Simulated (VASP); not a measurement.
# GeW in VASP: a series of runs

Runs on GeW. Level: PBE. Tasks: single point, relaxation of cell and atoms.

All numbers are computed with VASP 6.6.1; they aren't measurements. Logs are shortened: lines on timing, memory, paths and dates and some standing lists are left out, and cuts for length are marked.

### Step 1. The cell of the first run

The structure is cubic, space group Pm-3m (No. 221). The conventional cell has a = 3.137 Å, b = 3.137 Å, c = 3.137 Å, α = 90.00°, β = 90.00°, γ = 90.00°. Ge (site symmetry m-3m) has 8 W at 2.72 Å and 6 Ge at 3.14 Å within 3.6 Å. W (site symmetry m-3m) has 8 Ge at 2.72 Å and 6 W at 3.14 Å within 3.6 Å.

### Step 2. Single point, PBE

Contents of INCAR:

```
  PREC = Accurate
  ENCUT = 520
  EDIFF = 1E-6
  ISMEAR = 0
  SIGMA = 0.1
  LREAL = False
  LASPH = True
  NELM = 80
  ALGO = Normal
  ISIF = 2
  LWAVE = False
  LCHARG = True
  GGA = PE
  LELF = True
  LVHAR = True
  NBANDS = 21
```

Contents of KPOINTS:

```
regular mesh
0
Gamma
  6 6 6
```

Contents of POSCAR:

```
GeW
1.0
    3.1373973554      0.0000000000      0.0000000000
    0.0000000000      3.1373973554      0.0000000000
    0.0000000000      0.0000000000      3.1373973554
Ge W
1 1
Direct
    0.0000000000      0.0000000000      0.0000000000
    0.5000000000      0.5000000000      0.5000000000
```

Potentials or basis: VASP PAW PBE potentials, release 64 (Ge_d, W_sv).

On the command line:

```
> cat potpaw_PBE.64/Ge_d/POTCAR potpaw_PBE.64/W_sv/POTCAR > POTCAR
> mpirun -np 1 vasp_std > vasp.out
```

OUTCAR:

```text
PREC = Accurate
   ENCUT = 520
   EDIFF = 1E-6
   ISMEAR = 0
   LREAL = False
   LASPH = True
   NELM = 80
   ISIF = 2
   GGA = PE

 ion  position               nearest neighbor table
   1  0.000  0.000  0.000-   2 2.72   2 2.72   2 2.72   2 2.72   2 2.72   2 2.72   2 2.72   2 2.72

   2  0.500  0.500  0.500-   1 2.72   1 2.72   1 2.72   1 2.72   1 2.72   1 2.72   1 2.72   1 2.72

  LATTYP: Found a simple cubic cell.
 ALAT       =     3.1373973554

  Lattice vectors:

 A1 = (   3.1373973554,   0.0000000000,   0.0000000000)
 A2 = (   0.0000000000,   3.1373973554,   0.0000000000)
 A3 = (   0.0000000000,   0.0000000000,   3.1373973554)

Analysis of symmetry for initial positions (statically):
=====================================================================
 Subroutine PRICEL returns:
 Original cell was already a primitive cell.

 Routine SETGRP: Setting up the symmetry group for a
 simple cubic supercell.

 Subroutine GETGRP returns: Found 48 space group operations
 (whereof 48 operations were pure point group operations)
 out of a pool of 48 trial point group operations.

The static configuration has the point symmetry O_h .

Analysis of symmetry for dynamics (positions and initial velocities):
=====================================================================
 Subroutine PRICEL returns:
 Original cell was already a primitive cell.

 Routine SETGRP: Setting up the symmetry group for a
 simple cubic supercell.

 Subroutine GETGRP returns: Found 48 space group operations
 (whereof 48 operations were pure point group operations)
 out of a pool of 48 trial point group operations.

The dynamic configuration has the point symmetry O_h .

 Subroutine INISYM returns: Found 48 space group operations
 (whereof 48 operations are pure point group operations),
 and found     1 'primitive' translations

----------------------------------------------------------------------------------------

                                     Primitive cell

  volume of cell :      30.8822

  direct lattice vectors                    reciprocal lattice vectors
     3.137397355  0.000000000  0.000000000     0.318735527  0.000000000  0.000000000
     0.000000000  3.137397355  0.000000000     0.000000000  0.318735527  0.000000000
     0.000000000  0.000000000  3.137397355     0.000000000  0.000000000  0.318735527

[... 72 lines left out ...]
   ISPIN  =      1    spin polarized calculation?
   LNONCOLLINEAR =      F non collinear calculations
   LSORBIT =      F    spin-orbit coupling
   LASPH  =      T    aspherical Exc in radial PAW
   ENCUT  =  520.0 eV  38.22 Ry    6.18 a.u.   5.83  5.83  5.83*2*pi/ulx,y,z
   NELM   =     80;   NELMIN=  2; NELMDL= -5     # of ELM steps
   EDIFF  = 0.1E-05   stopping-criterion for ELM
   LREAL  =      F    real-space projection
   EDIFFG = 0.1E-04   stopping-criterion for IOM
   NSW    =      0    number of steps for IOM
   IBRION =     -1    ionic relax: 0-MD 1-quasi-New 2-CG
   NFREE  =      0    steps in history (QN), initial steepest desc. (CG)
   ISIF   =      2    stress and relaxation
   ISYM   =      2    0-nonsym 1-usesym 2-fastsym
   POTIM  = 0.5000    time-step for ionic-motion
   TEBEG  =    0.0;   TEEND  =   0.0 temperature during run
   PSTRESS=    0.0 pullay stress
   NELECT =      28.0000    total number of electrons
   NUPDOWN=      -1.0000    fix difference up-down
   EMIN   =  10.00;   EMAX   =-10.00  energy-range for DOS
   EFERMI =   0.00;   METHOD = LEGACY
   ISMEAR =     0;   SIGMA  =   0.10  broadening in eV -4-tet -1-fermi 0-gaus
   EFERMI_NEDOS =   21; number of points for ismear=-14 and -15
   IALGO  =     38    algorithm
   IMIX   =      4    mixing-type and parameters
     AMIX     =   0.40;   BMIX     =  1.00
     AMIX_MAG =   1.60;   BMIX_MAG =  1.00
  volume/ion in A,a.u.               =      15.44       104.20
  Fermi-wavevector in a.u.,A,eV,Ry     =   1.584497  2.994264 34.159188  2.510630
  Thomas-Fermi vector in A             =   2.684105
   LORBIT       =      0    0 simple, 1 ext, 2 COOP (PROOUT), +10 PAW based schemes
   GGA     = PE    functional components
   LHFCALC =     F    Hartree Fock is set to
   AEXX    =    0.0000 exact exchange contribution
   IVDW    =     0    specifies the selected vdW correction
   LEPSILON=     F    determine dielectric tensor
   LRPA    =     F    only Hartree local field effects (RPA)
 non-spin polarized calculation
 Gauss-broadening in eV      SIGMA  =   0.10
  energy-cutoff  :      520.00
  volume of cell :       30.88
 maximum number of plane-waves:       847
 NGX is ok and might be reduce to    24
   NGX = 11   NGY = 11   NGZ = 11

 number of electron      28.0000031 magnetization

 Free energy of the ion-electron system (eV)
  ---------------------------------------------------
  ext. energy  EPLUGINS =         0.00000000
  ---------------------------------------------------
  free energy    TOTEN  =       -16.54678577 eV

  energy without entropy =      -16.52451863  energy(sigma->0) =      -16.53565220

 E-fermi :  10.3120     XC(G=0): -13.0957

 val. band max:       10.2814570129   @ k =   0.5000   0.3333   0.1667
 cond. band min:      10.3306968433   @ k =   0.5000   0.3333   0.1667
 fundamental gap:      0.0492398304
 Fermi energy:        10.3120442585

 k-point     1 :       0.0000    0.0000    0.0000
  band No.  band energies     occupation
      1     -63.7803      2.00000
      2     -27.8965      2.00000
      3     -27.8965      2.00000
      4     -27.8965      2.00000
      5     -14.1399      2.00000
      6     -14.1399      2.00000
[... 469 lines left out ...]
     20      18.4766      0.00000
     21      18.4766      0.00000

------------------------ aborting loop because EDIFF is reached ----------------------------------------

  FORCE on cell =-STRESS in cart. coord.  units (eV):
  Direction    XX          YY          ZZ          XY          YZ          ZX
  --------------------------------------------------------------------------------------
  -------------------------------------------------------------------------------------
  Total        0.0352697      0.0352697      0.0352697     -0.0000000      0.0000000      0.0000000
  in kB        1.8298001      1.8298001      1.8298001     -0.0000000      0.0000000      0.0000000
  external PRESSURE =       1.8298001 kB  Pullay stress =       0.0000000 kB

 VOLUME and BASIS-vectors are now :
 -----------------------------------------------------------------------------
  energy-cutoff  :      520.00
  volume of cell :       30.88
      direct lattice vectors                 reciprocal lattice vectors
     3.137397355  0.000000000  0.000000000     0.318735527  0.000000000  0.000000000
     0.000000000  3.137397355  0.000000000     0.000000000  0.318735527  0.000000000
     0.000000000  0.000000000  3.137397355     0.000000000  0.000000000  0.318735527

 POSITION                                       TOTAL-FORCE (eV/Angst)
 -----------------------------------------------------------------------------------
      0.00000      0.00000      0.00000         0.000000      0.000000      0.000000
      1.56870      1.56870      1.56870         0.000000      0.000000      0.000000
 -----------------------------------------------------------------------------------
    total drift:                                0.000000      0.000000     -0.000000

  FREE ENERGIE OF THE ION-ELECTRON SYSTEM (eV)
  ---------------------------------------------------
  free  energy   TOTEN  =       -16.5467857690 eV

  energy  without entropy=      -16.5245186347  energy(sigma->0) =      -16.53565220
```

stdout:

```text
POSCAR found type information on POSCAR GeW
 POSCAR found :  2 types and       2 ions
 scaLAPACK will be used
 LDA part: xc-table for (Slater+PW92), standard interpolation
 POSCAR, INCAR and KPOINTS ok, starting setup
 FFT: planning ... GRIDC
 FFT: planning ... GRID_SOFT
 FFT: planning ... GRID
 WAVECAR not read
 entering main loop
```

Wall time 4.7 s (1 thread of Intel Xeon 6975P-C (Granite Rapids), shared host); peak memory 0.14 GiB.

Results:

```
Free energy            : -16.5468 eV
Pressure               : 0.2 GPa
Band gap on the k mesh : zero (band 14 reaches 13.78 eV, above the bottom of band 15 at 9.88 eV)
```

Levels at points of the mesh, in eV from the Fermi level:
| k point | band 11 | band 12 | band 13 | band 14 | band 15 | band 16 | band 17 | band 18 |
| --- | --- | --- | --- | --- | --- | --- | --- | --- |
| (0.00, 0.00, 0.00) | -3.34 | -3.34 | 1.50 | 1.50 | 1.50 | 2.16 | 2.16 | 2.16 |
| (0.50, 0.00, 0.00) | -7.87 | -2.56 | -1.90 | -1.90 | 1.74 | 3.26 | 6.94 | 8.84 |
| (0.50, 0.50, 0.00) | -3.74 | -3.74 | -3.39 | -0.28 | -0.28 | 3.31 | 3.66 | 4.99 |
| (0.50, 0.50, 0.50) | -5.86 | -5.86 | -5.33 | 3.46 | 3.46 | 3.51 | 3.51 | 3.51 |

Caveat: spin-orbit coupling is left out, which moves the levels of the heavy elements.

### Step 3. Single point, PBE

This run uses another cell than the first one, of 17.33 Å³/atom, 1.122 times its volume.

Contents of INCAR:

```
SYSTEM = GeW
PREC = Accurate ; ENCUT = 520
EDIFF = 1E-6 ; ISMEAR = 0
SIGMA = 0.1 ; LREAL = .FALSE.
LASPH = .TRUE. ; NELM = 60
ALGO = Normal ; ISIF = 2
LWAVE = .FALSE. ; LCHARG = .FALSE.
GGA = PE ; NBANDS = 21
```

Contents of KPOINTS:

```
regular mesh
0
G
  6 6 6
  0 0 0
```

Contents of POSCAR:

```
GeW
1.0
    3.2604879965      0.0000000000      0.0000000000
    0.0000000000      3.2604879965      0.0000000000
    0.0000000000      0.0000000000      3.2604879965
Ge W
1 1
Direct
    0.0000000000      0.0000000000      0.0000000000
    0.5000000000      0.5000000000      0.5000000000
```

Potentials or basis: VASP PAW PBE potentials, release 64 (Ge_d, W_sv).

On the command line:

```
> cat potpaw_PBE.64/Ge_d/POTCAR potpaw_PBE.64/W_sv/POTCAR > POTCAR
> mpirun -np 1 vasp_std > vasp.out
```

OUTCAR:

```text
SYSTEM = GeW
   PREC = Accurate
   ENCUT = 520
   EDIFF = 1E-6
   ISMEAR = 0
   LREAL = .FALSE.
   LASPH = .TRUE.
   NELM = 60
   ISIF = 2
   GGA = PE

 ion  position               nearest neighbor table
   1  0.000  0.000  0.000-   2 2.82   2 2.82   2 2.82   2 2.82   2 2.82   2 2.82   2 2.82   2 2.82

   2  0.500  0.500  0.500-   1 2.82   1 2.82   1 2.82   1 2.82   1 2.82   1 2.82   1 2.82   1 2.82

  LATTYP: Found a simple cubic cell.
 ALAT       =     3.2604879965

  Lattice vectors:

 A1 = (   3.2604879965,   0.0000000000,   0.0000000000)
[... 660 lines left out ...]

  FORCE on cell =-STRESS in cart. coord.  units (eV):
  Direction    XX          YY          ZZ          XY          YZ          ZX
  --------------------------------------------------------------------------------------
  -------------------------------------------------------------------------------------
  Total       -3.9772236     -3.9772236     -3.9772236     -0.0000000      0.0000000      0.0000000
  in kB     -183.8411685   -183.8411685   -183.8411685     -0.0000000      0.0000000      0.0000000
  external PRESSURE =    -183.8411685 kB  Pullay stress =       0.0000000 kB

 VOLUME and BASIS-vectors are now :
 -----------------------------------------------------------------------------
  energy-cutoff  :      520.00
  volume of cell :       34.66
      direct lattice vectors                 reciprocal lattice vectors
     3.260487997  0.000000000  0.000000000     0.306702555  0.000000000  0.000000000
     0.000000000  3.260487997  0.000000000     0.000000000  0.306702555  0.000000000
     0.000000000  0.000000000  3.260487997     0.000000000  0.000000000  0.306702555

 POSITION                                       TOTAL-FORCE (eV/Angst)
 -----------------------------------------------------------------------------------
      0.00000      0.00000      0.00000         0.000000      0.000000      0.000000
      1.63024      1.63024      1.63024         0.000000      0.000000      0.000000
 -----------------------------------------------------------------------------------
    total drift:                                0.000000      0.000000     -0.000000

  FREE ENERGIE OF THE ION-ELECTRON SYSTEM (eV)
  ---------------------------------------------------
  free  energy   TOTEN  =       -16.3102850754 eV

  energy  without entropy=      -16.2875476432  energy(sigma->0) =      -16.29891636
```

It took 4.3 s on 1 thread of Intel Xeon 6975P-C (Granite Rapids), shared host; peak memory 0.14 GiB.

Results:

```
Free energy            : -16.3103 eV
Pressure               : -18.4 GPa
Band gap on the k mesh : zero (band 14 reaches 11.70 eV, above the bottom of band 15 at 8.47 eV)
```

Levels at points of the mesh, in eV from the Fermi level:
| k point | band 12 | band 13 | band 14 | band 15 | band 16 | band 17 |
| --- | --- | --- | --- | --- | --- | --- |
| (0.00, 0.00, 0.00) | -2.82 | 1.26 | 1.26 | 1.26 | 1.97 | 1.97 |
| (0.50, 0.00, 0.00) | -2.14 | -1.62 | -1.62 | 1.47 | 2.73 | 6.98 |
| (0.50, 0.50, 0.00) | -3.39 | -3.02 | -0.21 | -0.21 | 2.78 | 2.79 |
| (0.50, 0.50, 0.50) | -5.09 | -5.09 | 2.90 | 2.90 | 3.18 | 3.18 |

Caveat: spin-orbit coupling is left out, which moves the levels of the heavy elements.

### Step 4. Single point, PBE

Contents of INCAR:

```
PREC = Accurate ; ENCUT = 520
EDIFF = 1E-7 ; ISMEAR = 0
SIGMA = 0.1 ; LREAL = False
LASPH = True ; NELM = 60
ALGO = Normal ; ISIF = 2
LWAVE = False ; LCHARG = False
GGA = PE ; NBANDS = 21
```

Contents of KPOINTS:

```
Automatic mesh
0
Gamma
  6 6 4
```

Contents of POSCAR:

```
GeW
1.0
    3.1109605561      0.0000000000      0.0000000000
    0.0000000000      3.1109605561      0.0000000000
    0.0000000000      0.0000000000      3.1924384646
Ge W
1 1
Direct
    0.5000000000      0.5000000000      0.5000000000
    0.0000000000      0.0000000000      0.0000000000
```

On the command line:

```
> cat potpaw_PBE.64/Ge_d/POTCAR potpaw_PBE.64/W_sv/POTCAR > POTCAR
> mpirun -np 1 vasp_std > vasp.out
```

Run time: 6 s. Hardware: 1 thread of Intel Xeon 6975P-C (Granite Rapids), shared host; peak memory 0.15 GiB.

Results (log left out):

```yaml
Free_energy: -16.5742 eV
Pressure: 0.2 GPa
Band_gap_on_the_k_mesh: zero (band 14 reaches 13.65 eV, above the bottom of band 15 at 9.84 eV)
```

Stress tensor (GPa, compression positive):
```
0.10 0.00 0.00
0.00 0.10 0.00
0.00 0.00 0.37
```

Levels at points of the mesh, in eV from the Fermi level:
```
           k point  band 11  band 12  band 13  band 14  band 15  band 16  band 17  band 18
(0.00, 0.00, 0.00)    -3.27    -3.22     1.55     1.55     1.72     1.84     2.50     2.50
(0.50, 0.00, 0.00)    -7.73    -2.41    -2.08    -1.65     1.81     3.52     6.98     8.95
(0.50, 0.50, 0.00)    -3.56    -3.56    -3.11    -0.36    -0.36     3.53     3.57     4.82
(0.00, 0.00, 0.50)    -7.83    -2.57    -1.64    -1.64     1.91     3.02     7.11     9.05
(0.50, 0.00, 0.50)    -3.73    -3.58    -3.37    -0.16     0.00     3.32     3.85     4.98
(0.50, 0.50, 0.50)    -5.73    -5.73    -5.20     3.46     3.59     3.63     3.63     3.66
```

Caveat: the k points lie up to 0.49 Å⁻¹ apart; spin-orbit coupling is left out, which moves the levels of the heavy elements.

### Step 5. Relaxation of cell and atoms, PBE

This run uses another cell than the first one, of 17.33 Å³/atom, 1.122 times its volume.

Contents of INCAR:

```
ALGO = Normal ; EDIFF = 1E-6
EDIFFG = -0.04 ; ENCUT = 600
GGA = PE ; IBRION = 2
ISIF = 3 ; ISMEAR = 0
LASPH = T ; LCHARG = F
LREAL = F ; LWAVE = F
NELM = 60 ; NSW = 90
PREC = Accurate ; SIGMA = 0.1
```

Contents of KPOINTS:

```
k-points
0
Gamma
  6 6 6
```

Contents of POSCAR:

```
GeW
1.0
    3.2604879965      0.0000000000      0.0000000000
    0.0000000000      3.2604879965      0.0000000000
    0.0000000000      0.0000000000      3.2604879965
Ge W
1 1
Direct
    0.0000000000      0.0000000000      0.0000000000
    0.5000000000      0.5000000000      0.5000000000
```

On the command line:

```
> cat potpaw_PBE.64/Ge_d/POTCAR potpaw_PBE.64/W_sv/POTCAR > POTCAR
> mpirun -np 1 vasp_std > vasp.out
```

Wall time 23 s (1 thread of Intel Xeon 6975P-C (Granite Rapids), shared host); peak memory 0.17 GiB.

Results (log left out):

| Item | Value |
| --- | --- |
| Free energy | -16.5478 eV |
| Relaxed volume | 15.49 Å³/atom |
| Relaxed cell | a = 3.141 Å, b = 3.141 Å, c = 3.141 Å, α = 90.00°, β = 90.00°, γ = 90.00° |
| Space group after relaxing (to 0.05 Å) | Pm-3m (No. 221) |
| Energy gained by relaxing | 118.6 meV/atom |
| Ionic steps | 4 |
| Pressure after relaxing | -0.3 GPa |
| Band gap on the k mesh | zero (band 14 reaches 13.72 eV, above the bottom of band 15 at 9.84 eV) |

Step by step:
| step | energy change (eV) | largest force (eV/Å) | pressure (GPa) | volume (Å³) |
| --- | --- | --- | --- | --- |
| 1 | 0.0000 | 0.0000 | -18.32 | 34.66 |
| 2 | 0.5867 | 0.0000 | 59.16 | 25.64 |
| 3 | -0.2365 | 0.0000 | -1.30 | 31.13 |
| 4 | -0.2373 | 0.0000 | -0.29 | 30.97 |

Final structure:
```
CELL_PARAMETERS angstrom
3.14051 0.00000 0.00000
0.00000 3.14051 0.00000
0.00000 0.00000 3.14051
ATOMIC_POSITIONS crystal
Ge 0.00000 0.00000 0.00000
W 0.50000 0.50000 0.50000
```

Levels at points of the mesh, in eV from the Fermi level:
```csv
k point,band 11,band 12,band 13,band 14,band 15,band 16,band 17,band 18
"(0.00, 0.00, 0.00)",-3.33,-3.33,1.50,1.50,1.50,2.15,2.15,2.15
"(0.50, 0.00, 0.00)",-7.85,-2.55,-1.89,-1.89,1.73,3.24,6.94,8.81
"(0.50, 0.50, 0.00)",-3.73,-3.73,-3.38,-0.27,-0.27,3.30,3.63,5.00
"(0.50, 0.50, 0.50)",-5.84,-5.84,-5.34,3.45,3.45,3.50,3.50,3.50
```

Caveat: spin-orbit coupling is left out, which moves the levels of the heavy elements.

### Step 6. Single point, PBE

This run uses another cell than the first one, of 15.40 Å³/atom, 0.997 times its volume.

Contents of INCAR:

```
SYSTEM = GeW
  ALGO = Normal
  EDIFF = 1E-6
  ENCUT = 520
  GGA = PE
  ISIF = 2
  ISMEAR = 0
  LASPH = .TRUE.
  LCHARG = .TRUE.
  LELF = .TRUE.
  LREAL = .FALSE.
  LVHAR = .TRUE.
  LWAVE = .FALSE.
  NBANDS = 21
  NELM = 80
  PREC = Accurate
  SIGMA = 0.1
```

Contents of KPOINTS:

```
k-points
0
G
  18 18 18
  0 0 0
```

Contents of POSCAR:

```
GeW
1.0
    3.1347207159      0.0000000000      0.0000000000
    0.0000000000      3.1347207159      0.0000000000
    0.0000000000      0.0000000000      3.1347207159
Ge W
1 1
Direct
    0.0000000000      0.0000000000      0.0000000000
    0.5000000000      0.5000000000      0.5000000000
```

Potentials or basis: VASP PAW PBE potentials, release 64 (Ge_d, W_sv).

On the command line:

```
> cat potpaw_PBE.64/Ge_d/POTCAR potpaw_PBE.64/W_sv/POTCAR > POTCAR
> mpirun -np 1 vasp_std > vasp.out
```

Run time: 28 s. Hardware: 1 thread of Intel Xeon 6975P-C (Granite Rapids), shared host; peak memory 0.25 GiB.

It converged, with:

```yaml
Free_energy: -16.6330 eV
Pressure: 0.3 GPa
Band_gap_on_the_k_mesh: zero (band 14 reaches 13.81 eV, above the bottom of band 15 at 9.57 eV)
```

Levels at points of the mesh, in eV from the Fermi level:
```csv
k point,band 11,band 12,band 13,band 14,band 15,band 16,band 17,band 18
"(0.00, 0.00, 0.00)",-3.29,-3.29,1.56,1.56,1.56,2.23,2.23,2.23
"(0.50, 0.00, 0.00)",-7.82,-2.51,-1.85,-1.85,1.80,3.33,7.01,8.93
"(0.50, 0.50, 0.00)",-3.68,-3.68,-3.33,-0.22,-0.22,3.38,3.74,5.07
"(0.50, 0.50, 0.50)",-5.81,-5.81,-5.26,3.53,3.53,3.58,3.58,3.58
```

Caveat: spin-orbit coupling is left out, which moves the levels of the heavy elements.

### Step 7. The runs side by side

```csv
task,cell,k mesh,cutoff (eV),gap on the mesh (eV),pressure (GPa)
single point,"a = 3.137 Å, 2 atoms",6 × 6 × 6,520,none,0.2
single point,"a = 3.260 Å, 2 atoms",6 × 6 × 6,520,none,-18.4
single point,"a = 3.111, b = 3.111, c = 3.192 Å, 2 atoms",6 × 6 × 4,520,none,0.2
relaxation of cell and atoms,"relaxed from a = 3.260 Å, 2 atoms",6 × 6 × 6,600,none,-0.3
single point,"a = 3.135 Å, 2 atoms",18 × 18 × 18,520,none,0.3
```

Alike in all rows: level PBE; potentials or basis VASP PAW PBE potentials, release 64 (Ge_d, W_sv); no spin polarisation; smearing gaussian 0.1 eV.

Caveats: some runs use coarse meshes; spin-orbit coupling is left out, which moves the levels of the heavy elements.

Absolute energies hang on the potentials; compare differences alone.
